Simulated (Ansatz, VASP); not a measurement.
## Two plane-wave programs on CuI

File INCAR:

```
PREC = Accurate
ENCUT = 600
EDIFF = 1E-6
ISMEAR = -1
SIGMA = 0.05
LREAL = False
LASPH = True
NELM = 100
ALGO = Normal
ISIF = 3
LWAVE = False
LCHARG = False
GGA = B5
ALDAX = 1.0
AGGAX = 1.0
AGGAC = 1.0
ALDAC = 0.0
IBRION = 2
NSW = 60
EDIFFG = -0.01
```

Contents of KPOINTS:

```
regular mesh
0
Gamma
  8 8 8
```

Contents of POSCAR:

```
CuI
1.0
    0.0000000000      3.0315000000      3.0315000000
    3.0315000000      0.0000000000      3.0315000000
    3.0315000000      3.0315000000      0.0000000000
I Cu
1 1
Direct
    0.0000000000      0.0000000000      0.0000000000
    0.7500000000      0.7500000000      0.7500000000
```

The input input.yaml:

```yaml
crystal:
  lattice:
    - [0.0, 3.0315, 3.0315]
    - [3.0315, 0.0, 3.0315]
    - [3.0315, 3.0315, 0.0]
  atoms:
    - { symbol: I, position: [0.0, 0.0, 0.0] }
    - { symbol: Cu, position: [0.75, 0.75, 0.75] }
hamiltonian:
  xc: blyp
  pseudopotentials: { kind: paw }
kpoints:
  mp_grid: { grid: [8, 8, 8] }
scf:
  occupations: { method: fermi_dirac, width: 0.05 }
output:
  forces: true
  stress: true
relax:
  f_tol: 0.01
  max_steps: 40
  cell: { stress_tol: 0.05 }
```

Alike in both runs: task relaxation of cell and atoms; functional BLYP; k mesh 8 × 8 × 8; occupations fermi-dirac, width 0.05 eV; no spin polarisation.

|  | VASP | Ansatz |
| --- | --- | --- |
| version | VASP 6.6.1 | Ansatz 0.2.0 |
| potentials or method | VASP PAW PBE potentials, release 64 (I, Cu) | Ansatz PAW |
| plane-wave cutoff (eV) | 600 | 420 |
| valence electrons in the cell | 18 | 36 |

```tsv
	VASP	Ansatz	Ansatz less VASP
relaxed volume (Å³/atom)	30.66	30.54	-0.123
relaxed length of the cell vector where the two differ most in proportion (Å)	4.426	4.421	-0.0059
```

VASP's potentials were made for PBE, not for BLYP. VASP's potentials hold 18 valence electrons a cell and Ansatz's 36, so a difference there can come from the potentials and not from the codes.

Spin-orbit coupling is off throughout. Noted on Ansatz's run: the plane-wave basis is chosen anew once the cell has moved, so the energies of steps on either side of that aren't comparable.
